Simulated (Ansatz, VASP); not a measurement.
# BN: VASP beside Ansatz

```
B N
1.0
     0.00000    1.81235    1.81235
     1.81235    0.00000    1.81235
     1.81235    1.81235    0.00000
B N
1 1
Direct
  0.98621 0.01379 0.01379
  0.76065 0.73935 0.73935
```

Change from the starting cell: mode 4 (1026.0 1/cm) frozen in, largest displacement +0.050 Å.

Alike in both runs: task single point; functional PBE; k mesh 12 × 12 × 12; occupations gaussian, width 0.05 eV; no spin polarisation.

|  | VASP | Ansatz |
| --- | --- | --- |
| version | VASP 6.6.1 | Ansatz 0.2.0 |
| potentials or method | VASP PAW PBE potentials, release 64 (B, N), cutoff 600 eV | scalar-relativistic, plane waves, PAW |
| valence electrons in the cell | 8 | 8 |

Ansatz gave:

| Item | Value |
| --- | --- |
| gap on the k mesh at the Fermi level (eV) | 3.67 |
| least direct gap on the mesh (eV) | 7.59 |
| pressure (GPa) | 2.2 |
| traceless stress, the component that is largest in VASP (GPa) | -1.63 |
| rms of the force components (eV/Å) | 1.189 |

**Question.** What did VASP give for the same quantities?

**Answer.** gap on the k mesh at the Fermi level (eV): 3.66; least direct gap on the mesh (eV): 7.59; pressure (GPa): 2.2; traceless stress, the component that is largest in VASP (GPa): -1.80; rms of the force components (eV/Å): 1.195.

Atom by atom the forces differ by 0.007 eV/Å (rms over components).
